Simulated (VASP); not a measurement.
A run of VASP 6.6.1 is set up as follows.

File POSCAR:

```
MgO
1.0
    0.0000000000      2.0889760915      2.0889760915
    2.0889760915      0.0000000000      2.0889760915
    2.0889760915      2.0889760915      0.0000000000
Mg O
1 1
Direct
    0.0000000000      0.0000000000      0.0000000000
    0.5000000000      0.5000000000      0.5000000000
```

The input INCAR.step1:

```
  PREC = Accurate
  ENCUT = 520
  EDIFF = 1E-5
  ISMEAR = -1
  SIGMA = 0.05
  LREAL = F
  LASPH = T
  NELM = 80
  ALGO = Normal
  ISIF = 2
  LWAVE = T
  LCHARG = F
  NBANDS = 11
  GGA = PE
```

INCAR.step2

```
  PREC = Accurate
  ENCUT = 520
  EDIFF = 1E-7
  ISMEAR = -1
  SIGMA = 0.05
  LREAL = F
  LASPH = T
  NELM = 80
  ALGO = Normal
  ISIF = 2
  LWAVE = F
  LCHARG = F
  GGA = PE
  LHFCALC = T
  HFSCREEN = 0.2079
  PRECFOCK = Normal
  NBANDS = 11
  ISTART = 1
```

File KPOINTS:

```
Automatic mesh
0
Gamma
  4 4 4
```

Potentials or basis: VASP PAW PBE potentials, release 64 (Mg, O).

Run with:

```sh
$ cat potpaw_PBE.64/Mg/POTCAR potpaw_PBE.64/O/POTCAR > POTCAR
$ cp INCAR.step1 INCAR
$ mpirun -np 1 vasp_std > vasp.out
$ cp INCAR.step2 INCAR
$ mpirun -np 1 vasp_std > vasp.out
```

What does it give for the band gap on the k mesh?

6.72 eV.

What does it give for the pressure?

2.7 GPa.

Caveat: the k points lie up to 0.65 Å⁻¹ apart; the PAW data sets were made with another functional, which shifts forces and pressure a little.
